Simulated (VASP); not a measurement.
# I (Cmce) in VASP: further runs

I is run at these levels: PBE; tasks: single point.

Everything below comes from runs of VASP 6.6.1. Logs are shortened: lines on timing, memory, paths and dates and some standing lists are left out, and cuts for length are marked.

## (1) The cell of the first run

It takes space group Cmce (No. 64, orthorhombic). The conventional cell has a = 8.938 Å, b = 4.603 Å, c = 9.876 Å, α = 90.00°, β = 90.00°, γ = 90.00°. Within 3.7 Å of I (site symmetry m) lie 3 I at 2.81 to 3.42 Å.

## (2) Single point, PBE

INCAR reads:

```
SYSTEM = I
PREC = Accurate
ENCUT = 520
EDIFF = 1E-6
ISMEAR = 1
SIGMA = 0.1
LREAL = .False.
LASPH = .True.
NELM = 80
ALGO = Normal
ISIF = 2
LWAVE = .False.
LCHARG = .False.
GGA = PE
NBANDS = 22
```

KPOINTS reads:

```
Automatic mesh
0
Gamma
  8 8 4
  0 0 0
```

POSCAR reads:

```
I
1.0
    4.4691335775     -2.3015586197      0.0000000000
    4.4691335775      2.3015586197      0.0000000000
    0.0000000000      0.0000000000      9.8759877929
I
4
Direct
    0.8427352896      0.1572647104      0.1220149726
    0.6572647104      0.3427352896      0.6220149726
    0.1572647104      0.8427352896      0.8779850274
    0.3427352896      0.6572647104      0.3779850274
```

Potentials or basis: VASP PAW PBE potentials, release 64 (I).

The run is started by

```sh
$ cat potpaw_PBE.64/I/POTCAR > POTCAR
$ mpirun -np 1 vasp_std > vasp.out
```

OUTCAR:

```text
SYSTEM = I
   PREC = Accurate
   ENCUT = 520
   EDIFF = 1E-6
   ISMEAR = 1
   LREAL = .False.
   LASPH = .True.
   NELM = 80
   ISIF = 2
   GGA = PE

 ion  position               nearest neighbor table
   1  0.843  0.157  0.122-   3 2.81   4 3.42   4 3.42
   2  0.657  0.343  0.622-   4 2.81   3 3.42   3 3.42
   3  0.157  0.843  0.878-   1 2.81   2 3.42   2 3.42
   4  0.343  0.657  0.378-   2 2.81   1 3.42   1 3.42

  LATTYP: Found a base centered orthorhombic cell.
 ALAT       =     4.6031172394
 B/A-ratio  =     1.9417856835
 C/A-ratio  =     2.1454999469

  Lattice vectors:

 A1 = (  -4.4691335775,  -2.3015586197,   0.0000000000)
 A2 = (   4.4691335775,  -2.3015586197,   0.0000000000)
 A3 = (   0.0000000000,   0.0000000000,   9.8759877929)

Analysis of symmetry for initial positions (statically):
=====================================================================
 Subroutine PRICEL returns:
 Original cell was already a primitive cell.

 Routine SETGRP: Setting up the symmetry group for a
 base centered orthorhombic supercell.

 Subroutine GETGRP returns: Found  8 space group operations
 (whereof  4 operations were pure point group operations)
 out of a pool of  8 trial point group operations.

The static configuration has the point symmetry C_2h.
 The point group associated with its full space group is D_2h.

Analysis of symmetry for dynamics (positions and initial velocities):
=====================================================================
 Subroutine PRICEL returns:
 Original cell was already a primitive cell.

 Routine SETGRP: Setting up the symmetry group for a
 base centered orthorhombic supercell.

 Subroutine GETGRP returns: Found  8 space group operations
 (whereof  4 operations were pure point group operations)
 out of a pool of  8 trial point group operations.

The dynamic configuration has the point symmetry C_2h.
 The point group associated with its full space group is D_2h.

 Subroutine INISYM returns: Found  8 space group operations
 (whereof  4 operations are pure point group operations),
 and found     1 'primitive' translations

----------------------------------------------------------------------------------------

                                     Primitive cell

  volume of cell :     203.1683
[... 90 lines left out ...]
   LASPH  =      T    aspherical Exc in radial PAW
   ENCUT  =  520.0 eV  38.22 Ry    6.18 a.u.   9.35  9.35 18.36*2*pi/ulx,y,z
   NELM   =     80;   NELMIN=  2; NELMDL= -5     # of ELM steps
   EDIFF  = 0.1E-05   stopping-criterion for ELM
   LREAL  =      F    real-space projection
   EDIFFG = 0.1E-04   stopping-criterion for IOM
   NSW    =      0    number of steps for IOM
   IBRION =     -1    ionic relax: 0-MD 1-quasi-New 2-CG
   NFREE  =      0    steps in history (QN), initial steepest desc. (CG)
   ISIF   =      2    stress and relaxation
   ISYM   =      2    0-nonsym 1-usesym 2-fastsym
   POTIM  = 0.5000    time-step for ionic-motion
   TEBEG  =    0.0;   TEEND  =   0.0 temperature during run
   PSTRESS=    0.0 pullay stress
   NELECT =      28.0000    total number of electrons
   NUPDOWN=      -1.0000    fix difference up-down
   EMIN   =  10.00;   EMAX   =-10.00  energy-range for DOS
   EFERMI =   0.00;   METHOD = LEGACY
   ISMEAR =     1;   SIGMA  =   0.10  broadening in eV -4-tet -1-fermi 0-gaus
   EFERMI_NEDOS =   21; number of points for ismear=-14 and -15
   IALGO  =     38    algorithm
   IMIX   =      4    mixing-type and parameters
     AMIX     =   0.40;   BMIX     =  1.00
     AMIX_MAG =   1.60;   BMIX_MAG =  1.00
  volume/ion in A,a.u.               =      50.79       342.76
  Fermi-wavevector in a.u.,A,eV,Ry     =   0.845621  1.597991  9.729174  0.715074
  Thomas-Fermi vector in A             =   1.960838
   LORBIT       =      0    0 simple, 1 ext, 2 COOP (PROOUT), +10 PAW based schemes
   GGA     = PE    functional components
   LHFCALC =     F    Hartree Fock is set to
   AEXX    =    0.0000 exact exchange contribution
   IVDW    =     0    specifies the selected vdW correction
   LEPSILON=     F    determine dielectric tensor
   LRPA    =     F    only Hartree local field effects (RPA)
 non-spin polarized calculation
 Methfessel and Paxton  Order N= 1 SIGMA  =   0.10
  energy-cutoff  :      520.00
  volume of cell :      203.17
 maximum number of plane-waves:      5512
 NGX is ok and might be reduce to    40
   NGX = 19   NGY = 19   NGZ = 37

 number of electron      28.0000000 magnetization

 Free energy of the ion-electron system (eV)
  ---------------------------------------------------
  ext. energy  EPLUGINS =         0.00000000
  ---------------------------------------------------
  free energy    TOTEN  =        -6.09205465 eV

  energy without entropy =       -6.09338624  energy(sigma->0) =       -6.09249851

 E-fermi :   1.1456     XC(G=0):  -7.1629

 val. band max:        1.1235123827   @ k =   0.0000   0.0000   0.0000
 cond. band min:       2.1246993010   @ k =   0.1250   0.0000   0.0000
 fundamental gap:      1.0011869183
 Fermi energy:         1.1455618187

 k-point     1 :       0.0000    0.0000    0.0000
  band No.  band energies     occupation
      1     -12.0963      2.00000
      2     -11.4591      2.00000
      3     -10.5689      2.00000
      4      -9.4552      2.00000
      5      -3.1700      2.00000
      6      -1.8464      2.00000
[... 589 lines left out ...]
     21       8.2390      0.00000
     22       8.3814      0.00000

 [... further k-points ...]

------------------------ aborting loop because EDIFF is reached ----------------------------------------

  FORCE on cell =-STRESS in cart. coord.  units (eV):
  Direction    XX          YY          ZZ          XY          YZ          ZX
  --------------------------------------------------------------------------------------
  -------------------------------------------------------------------------------------
  Total        0.0333258     -0.0455839     -0.1828624      0.0000000      0.0000000      0.0000000
  in kB        0.2628058     -0.3594732     -1.4420459      0.0000000      0.0000000      0.0000000
  external PRESSURE =      -0.5129044 kB  Pullay stress =       0.0000000 kB

 VOLUME and BASIS-vectors are now :
 -----------------------------------------------------------------------------
  energy-cutoff  :      520.00
  volume of cell :      203.17
      direct lattice vectors                 reciprocal lattice vectors
     4.469133578 -2.301558620  0.000000000     0.111878509 -0.217244087  0.000000000
     4.469133578  2.301558620  0.000000000     0.111878509  0.217244087  0.000000000
     0.000000000  0.000000000  9.875987793     0.000000000  0.000000000  0.101255694

 POSITION                                       TOTAL-FORCE (eV/Angst)
 -----------------------------------------------------------------------------------
      4.46913     -1.57765      1.20502         0.000000     -0.001579     -0.014870
      4.46913     -0.72391      6.14301         0.000000      0.001579     -0.014870
      4.46913      1.57765      8.67097         0.000000      0.001579      0.014870
      4.46913      0.72391      3.73298         0.000000     -0.001579      0.014870
 -----------------------------------------------------------------------------------
    total drift:                                0.000000     -0.000000      0.000000

  FREE ENERGIE OF THE ION-ELECTRON SYSTEM (eV)
  ---------------------------------------------------
  free  energy   TOTEN  =        -6.0920546514 eV

  energy  without entropy=       -6.0933862415  energy(sigma->0) =       -6.09249851
```

stdout:

```text
POSCAR found type information on POSCAR I
 POSCAR found :  1 types and       4 ions
 scaLAPACK will be used
 LDA part: xc-table for (Slater+PW92), standard interpolation
 POSCAR, INCAR and KPOINTS ok, starting setup
 FFT: planning ... GRIDC
 FFT: planning ... GRID_SOFT
 FFT: planning ... GRID
 WAVECAR not read
 entering main loop
```

It took 3.4 min on 1 thread of AMD EPYC 9R45 (Zen 5), shared host; peak memory 0.43 GiB.

What came out:

* Free energy: -6.0921 eV
* Pressure: -0.1 GPa
* Largest force: 0.015 eV/Å
* Band gap on the k mesh: 1.00 eV (least direct gap 1.05 eV)

Forces on the atoms (eV/Å):
```
I    0.000 -0.002 -0.015
I    0.000  0.002 -0.015
I    0.000  0.002  0.015
I    0.000 -0.002  0.015
```

Stress tensor (GPa, compression positive):
```
 0.03  0.00  0.00
 0.00 -0.04  0.00
 0.00  0.00 -0.14
```

Caveat: spin-orbit coupling is left out, which moves the levels of the heavy elements.

## (3) Single point, PBE

INCAR reads:

```
SYSTEM = I
PREC = Accurate ; ENCUT = 520
EDIFF = 1E-6 ; ISMEAR = 1
SIGMA = 0.2 ; LREAL = .False.
LASPH = .True. ; NELM = 80
ALGO = Normal ; ISIF = 2
LWAVE = .False. ; LCHARG = .False.
GGA = PE ; NBANDS = 22
```

KPOINTS reads:

```
regular mesh
0
Gamma
  8 8 4
  0 0 0
```

POSCAR is that of step 2.

Potentials or basis: VASP PAW PBE potentials, release 64 (I).

The run is started by

```sh
$ cat potpaw_PBE.64/I/POTCAR > POTCAR
$ mpirun -np 1 vasp_std > vasp.out
```

Run time: 2.9 min. Hardware: 1 thread of AMD EPYC 9R45 (Zen 5), shared host; peak memory 0.43 GiB.

The run converged. Its results:

```
Free energy            : -6.0884 eV
Pressure               : -0.1 GPa
Largest force          : 0.015 eV/Å
Band gap on the k mesh : 1.00 eV (least direct gap 1.05 eV)
```

Forces on the atoms (eV/Å):
```
I    0.000  0.001 -0.015
I    0.000 -0.001 -0.015
I    0.000 -0.001  0.015
I    0.000  0.001  0.015
```

Stress tensor (GPa, compression positive):
```
 0.02  0.00  0.00
 0.00 -0.04  0.00
 0.00  0.00 -0.17
```

Levels at points of the mesh, in eV from the valence-band top:
```csv
k point,band 11,band 12,band 13,band 14,band 15,band 16,band 17,band 18
"(0.00, 0.00, 0.00)",-1.28,-0.76,-0.56,0.00,1.05,1.89,4.65,5.25
"(0.50, 0.00, 0.00)",-1.44,-1.44,-0.70,-0.70,2.12,2.12,5.49,5.49
"(0.50, 0.50, 0.00)",-1.54,-1.32,-0.60,-0.16,1.03,1.82,5.22,6.24
"(0.00, 0.00, 0.50)",-0.87,-0.87,-0.30,-0.30,1.30,1.30,5.09,5.09
"(0.50, 0.00, 0.50)",-0.74,-0.74,-0.05,-0.05,1.37,1.37,5.83,5.83
"(0.50, 0.50, 0.50)",-0.94,-0.94,-0.71,-0.71,1.27,1.27,6.13,6.13
```

Caveat: spin-orbit coupling is left out, which moves the levels of the heavy elements. A k mesh can miss the band edges.

## (4) Single point, PBE

INCAR reads:

```
ALGO = Normal
EDIFF = 1E-6
ENCUT = 520
GGA = PE
ISIF = 2
ISMEAR = 1
LASPH = True
LCHARG = False
LREAL = False
LWAVE = False
NBANDS = 22
NELM = 100
PREC = Accurate
SIGMA = 0.3
```

KPOINTS reads:

```
k-points
0
Gamma
  8 8 4
```

POSCAR is that of step 3.

Potentials or basis: VASP PAW PBE potentials, release 64 (I).

The run is started by

```sh
$ cat potpaw_PBE.64/I/POTCAR > POTCAR
$ mpirun -np 1 vasp_std > vasp.out
```

OUTCAR:

```text
EDIFF = 1E-6
   ENCUT = 520
   GGA = PE
   ISIF = 2
   ISMEAR = 1
   LASPH = True
   LREAL = False
   NELM = 100
   PREC = Accurate

 ion  position               nearest neighbor table
   1  0.843  0.157  0.122-   3 2.81   4 3.42   4 3.42
   2  0.657  0.343  0.622-   4 2.81   3 3.42   3 3.42
   3  0.157  0.843  0.878-   1 2.81   2 3.42   2 3.42
   4  0.343  0.657  0.378-   2 2.81   1 3.42   1 3.42

  LATTYP: Found a base centered orthorhombic cell.
[... 801 lines left out ...]

  FORCE on cell =-STRESS in cart. coord.  units (eV):
  Direction    XX          YY          ZZ          XY          YZ          ZX
  --------------------------------------------------------------------------------------
  -------------------------------------------------------------------------------------
  Total        0.0323832     -0.0719190     -0.2621957      0.0000000      0.0000000      0.0000000
  in kB        0.2553725     -0.5671505     -2.0676650      0.0000000      0.0000000      0.0000000
  external PRESSURE =      -0.7931477 kB  Pullay stress =       0.0000000 kB

 VOLUME and BASIS-vectors are now :
 -----------------------------------------------------------------------------
  energy-cutoff  :      520.00
  volume of cell :      203.17
      direct lattice vectors                 reciprocal lattice vectors
     4.469133578 -2.301558620  0.000000000     0.111878509 -0.217244087  0.000000000
     4.469133578  2.301558620  0.000000000     0.111878509  0.217244087  0.000000000
     0.000000000  0.000000000  9.875987793     0.000000000  0.000000000  0.101255694

 POSITION                                       TOTAL-FORCE (eV/Angst)
 -----------------------------------------------------------------------------------
      4.46913     -1.57765      1.20502         0.000000      0.004292     -0.015487
      4.46913     -0.72391      6.14301         0.000000     -0.004292     -0.015487
      4.46913      1.57765      8.67097         0.000000     -0.004292      0.015487
      4.46913      0.72391      3.73298         0.000000      0.004292      0.015487
 -----------------------------------------------------------------------------------
    total drift:                                0.000000     -0.000000      0.000000

  FREE ENERGIE OF THE ION-ELECTRON SYSTEM (eV)
  ---------------------------------------------------
  free  energy   TOTEN  =        -6.0798094347 eV

  energy  without entropy=       -6.1109109001  energy(sigma->0) =       -6.09017659
```

It took 2.9 min on 1 thread of AMD EPYC 9R45 (Zen 5), shared host; peak memory 0.43 GiB.

What came out:

- Free energy: -6.0798 eV
- Pressure: -0.1 GPa
- Largest force: 0.016 eV/Å
- Band gap on the k mesh: 1.00 eV (least direct gap 1.05 eV)

Forces on the atoms (eV/Å):
```
I    0.000  0.004 -0.015
I    0.000 -0.004 -0.015
I    0.000 -0.004  0.015
I    0.000  0.004  0.015
```

Levels at points of the mesh, in eV from the valence-band top:
```csv
k point,band 11,band 12,band 13,band 14,band 15,band 16,band 17,band 18
"(0.00, 0.00, 0.00)",-1.28,-0.76,-0.56,0.00,1.05,1.89,4.65,5.25
"(0.50, 0.00, 0.00)",-1.44,-1.44,-0.70,-0.70,2.12,2.12,5.49,5.49
"(0.50, 0.50, 0.00)",-1.54,-1.32,-0.60,-0.16,1.03,1.82,5.22,6.24
"(0.00, 0.00, 0.50)",-0.87,-0.87,-0.30,-0.30,1.30,1.30,5.09,5.09
"(0.50, 0.00, 0.50)",-0.74,-0.74,-0.05,-0.05,1.37,1.37,5.83,5.83
"(0.50, 0.50, 0.50)",-0.94,-0.94,-0.71,-0.71,1.27,1.27,6.13,6.13
```

Caveat: spin-orbit coupling is left out, which moves the levels of the heavy elements. A k mesh can miss the band edges.

## (5) Single point, PBE

INCAR, as its differences from that of step 4:

```diff
@@ -1,3 +1,3 @@
 ALGO = Normal
-EDIFF = 1E-6
+EDIFF = 1E-7
 ENCUT = 520
@@ -13,2 +13,2 @@
 PREC = Accurate
-SIGMA = 0.3
+SIGMA = 0.6
```

KPOINTS is that of step 4.

POSCAR is that of step 4.

The run is started by

```sh
$ cat potpaw_PBE.64/I/POTCAR > POTCAR
$ mpirun -np 1 vasp_std > vasp.out
```

Run time: 3 min. Hardware: 1 thread of AMD EPYC 9R45 (Zen 5), shared host; peak memory 0.43 GiB.

The run converged. Its results:

```yaml
Free_energy: -6.0267 eV
Pressure: -0.2 GPa
Largest_force: 0.024 eV/Å
Band_gap_on_the_k_mesh: 0.99 eV (least direct gap 1.04 eV)
```

Forces in eV/Å, atoms in the order of the input:
```
I    0.000  0.000 -0.024
I    0.000  0.000 -0.024
I    0.000  0.000  0.024
I    0.000  0.000  0.024
```

Stress tensor (GPa, compression positive):
```
 0.03  0.00  0.00
 0.00 -0.17  0.00
 0.00  0.00 -0.46
```

Levels at points of the mesh, in eV from the valence-band top:
| k point | band 10 | band 11 | band 12 | band 13 | band 14 | band 15 | band 16 | band 17 | band 18 | band 19 |
| --- | --- | --- | --- | --- | --- | --- | --- | --- | --- | --- |
| (0.00, 0.00, 0.00) | -1.35 | -1.29 | -0.76 | -0.56 | 0.00 | 1.04 | 1.88 | 4.65 | 5.25 | 5.46 |
| (0.50, 0.00, 0.00) | -1.76 | -1.44 | -1.44 | -0.70 | -0.70 | 2.12 | 2.12 | 5.49 | 5.49 | 7.06 |
| (0.50, 0.50, 0.00) | -1.56 | -1.54 | -1.32 | -0.61 | -0.16 | 1.02 | 1.81 | 5.22 | 6.24 | 6.52 |
| (0.00, 0.00, 0.50) | -1.62 | -0.88 | -0.88 | -0.30 | -0.30 | 1.29 | 1.29 | 5.09 | 5.09 | 6.05 |
| (0.50, 0.00, 0.50) | -1.80 | -0.74 | -0.74 | -0.06 | -0.06 | 1.36 | 1.36 | 5.83 | 5.83 | 6.44 |
| (0.50, 0.50, 0.50) | -1.68 | -0.94 | -0.94 | -0.71 | -0.71 | 1.27 | 1.27 | 6.13 | 6.13 | 7.06 |

Caveat: so wide a smearing shifts energies and pressures; spin-orbit coupling is left out, which moves the levels of the heavy elements. A k mesh can miss the band edges.

## (6) The runs side by side

```csv
smearing,gap on the mesh (eV),pressure (GPa),largest force (eV/Å)
methfessel-paxton 0.1 eV,1.00,-0.1,0.01
methfessel-paxton 0.2 eV,1.00,-0.1,0.02
methfessel-paxton 0.3 eV,1.00,-0.1,0.02
methfessel-paxton 0.6 eV,0.99,-0.2,0.02
```

Alike in all rows: task single point; level PBE; potentials or basis VASP PAW PBE potentials, release 64 (I); no spin polarisation; cell as given; k mesh 8 × 8 × 4; cutoff (eV) 520.

Caveats: spin-orbit coupling is left out, which moves the levels of the heavy elements; so wide a smearing shifts energies and pressures (at least some runs).

Total energies depend on the potentials used, so only differences within one code and one set of settings carry meaning.
